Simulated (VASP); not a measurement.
Re:

```
Re
1.0
     2.72349    0.00000    0.00000
    -1.36174    2.35861    0.00000
     0.00000    0.00000    4.39795
Re
2
Direct
  0.66667 0.33333 0.75000
  0.33333 0.66667 0.25000
```

Base run:

```yaml
Program: VASP 6.6.1
Functional: revPBE
Potentials_or_basis: VASP PAW PBE potentials, release 64 (Re)
Cutoff: 520 eV
k_mesh: 11 × 11 × 6
Occupations: fermi-dirac, width 0.05 eV
Spin: no spin polarisation
```

Its results: band gap on the k mesh zero (band 7 reaches 9.92 eV, above the bottom of band 8 at 6.63 eV); pressure 26.1 GPa.

Problem. The run is repeated on the same cell with these changes: functional from revPBE to r2SCAN. What comes out?

Solution. Band gap on the k mesh zero (band 7 reaches 9.66 eV, above the bottom of band 8 at 6.32 eV); pressure 17.2 GPa.

Caveats: the PAW data sets were made with another functional, which shifts forces and pressure a little; spin-orbit coupling is left out, which moves the levels of the heavy elements.
